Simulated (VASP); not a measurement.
Input of a VASP 6.6.1 run:

Contents of INCAR:

```
SYSTEM = TiAl
ALGO = Fast
EDIFF = 1E-6
ENCUT = 520
GGA = PS
ISIF = 2
ISMEAR = 0
LASPH = .TRUE.
LCHARG = .TRUE.
LELF = .TRUE.
LREAL = .FALSE.
LVHAR = .TRUE.
LWAVE = .FALSE.
NBANDS = 23
NELM = 80
PREC = Accurate
SIGMA = 0.15
```

KPOINTS

```
k-points
0
G
  20 14 14
  0 0 0
```

The input POSCAR:

```
TiAl
1.0
   -3.1564740774      0.0000000000      0.0000000000
    0.0000000000      3.1564740774      3.1564740774
    0.0000000000      3.1564740774     -3.1564740774
Ti Al
2 2
Direct
    1.0000000000     -0.0022322266      0.0022322266
    1.0000000000      0.4977677734      0.5022322266
    0.5000000000      0.5039601149     -0.0039601149
    0.5000000000      0.0039601149      0.4960398851
```

Potentials or basis: VASP PAW PBE potentials, release 64 (Ti_sv, Al).

The run is started by

```console
$ cat potpaw_PBE.64/Ti_sv/POTCAR potpaw_PBE.64/Al/POTCAR > POTCAR
$ mpirun -np 1 vasp_std > vasp.out
```

Problem. What does it give for the largest force?

Solution. 0.259 eV/Å.

Problem. Predict the band gap on the k mesh.

Solution. Zero (bands 15 and 16 overlap by 1.91 eV).

Problem. Estimate the pressure.

Solution. 0.2 GPa.

Forces on the atoms (eV/Å):
```
Ti   0.000  0.000  0.259
Ti   0.000  0.000  0.259
Al   0.000  0.000 -0.259
Al   0.000  0.000 -0.259
```

Caveat: the cell differs from its parent crystal (atoms displaced along a vibrational mode); the PAW data sets were made with another functional, which shifts forces and pressure a little.
